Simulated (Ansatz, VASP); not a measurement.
Two plane-wave programs on Sn

```xyz
2
Lattice="0.0000 3.2702 3.2702 3.2702 0.0000 3.2702 3.2702 3.2702 0.0000" Properties=species:S:1:pos:R:3 pbc="T T T"
Sn    0.0000    0.0000    0.0000
Sn    1.6351    1.6351    1.6351
```

Alike in both runs: functional PBEsol; k mesh 12 × 12 × 12; occupations gaussian, width 0.1 eV; no spin polarisation.

Ansatz relaxed the structure, and its values are those at the end. VASP's run is a single point on that final structure, the one shown.

|  | VASP | Ansatz |
| --- | --- | --- |
| version | VASP 6.6.1 | Ansatz 0.2.0 |
| potentials or method | VASP PAW PBE potentials, release 64 (Sn_d), cutoff 520 eV | scalar-relativistic, plane waves, PAW |
| valence electrons in the cell | 28 | 28 |

VASP gave:

```
gap on the k mesh at the Fermi level (eV) : none
pressure (GPa)                            : -0.1
```

Task: What did Ansatz give for the same quantities?

Result: gap on the k mesh at the Fermi level (eV): none; pressure (GPa): 0.0.

VASP's potentials were made for PBE, not for PBEsol. A gap of «none» marks a metal or a gap that the smearing closes.
